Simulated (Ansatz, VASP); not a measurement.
**LiBiSe2: VASP beside Ansatz**

```
Li Bi Se
1.0
     2.10031    1.21261    6.74311
    -2.10031    1.21261    6.74311
     0.00000   -2.42523    6.74311
Li Bi Se
1 1 2
Direct
  0.00000 0.00000 0.00000
  0.50000 0.50000 0.50000
  0.25433 0.25433 0.25433
  0.74567 0.74567 0.74567
```

Alike in both runs: task single point; functional r2SCAN; k mesh 6 × 6 × 6; no spin polarisation.

```csv
,VASP,Ansatz
version,VASP 6.6.1,Ansatz 0.2.0
potentials or method,"VASP PAW PBE potentials, release 64 (Li_sv, Bi_d, Se)","plane waves, PAW"
plane-wave cutoff (eV),520,500
occupations,"gaussian, width 0.01 eV",fixed
valence electrons in the cell,30,50
```

|  | VASP | Ansatz | Ansatz less VASP |
| --- | --- | --- | --- |
| gap on the k mesh at the Fermi level (eV) | 1.36 | 1.35 | -0.007 |
| rms of the force components (eV/Å) | 0.118 | 0.127 | +0.0086 |

VASP's potentials were made for PBE, not for r2SCAN. Atom by atom the forces differ by 0.009 eV/Å (rms over components). VASP's potentials hold 30 valence electrons a cell and Ansatz's 50, so a difference there can come from the potentials and not from the codes.

Spin-orbit coupling is off throughout. Noted on VASP's run: the cutoff is short for stress, so the pressure is rough.
